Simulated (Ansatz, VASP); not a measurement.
## Ni in VASP and in Ansatz

```
Ni
1.0
     0.00000    1.68918    1.68918
     1.68918    0.00000    1.68918
     1.68918    1.68918    0.00000
Ni
1
Direct
  0.00000 0.00000 0.00000
```

Alike in both runs: task single point; functional LDA; k mesh 22 × 22 × 22; occupations gaussian, width 0.05 eV; collinear spin.

|  | VASP | Ansatz |
| --- | --- | --- |
| version | VASP 6.6.1 | Ansatz 0.2.0 |
| potentials or method | VASP PAW LDA potentials, release 64 (Ni_sv_GW), cutoff 590 eV | scalar-relativistic, plane waves, PAW |
| valence electrons in the cell | 18 | 18 |

```csv
,VASP,Ansatz,Ansatz less VASP
gap on the k mesh at the Fermi level (eV),none,none,-
pressure (GPa),7.4,11.3,+3.86
net moment per atom (μB),0.55,0.60,+0.048
size of the moment on the site where the two differ most (μB),0.57,0.63,+0.051
```

LDA's correlation is that of Perdew and Zunger in VASP and of Perdew and Wang (1992) in Ansatz. Site moments also hang on the region over which each program counts them. A gap of «none» marks a metal or a gap that the smearing closes.
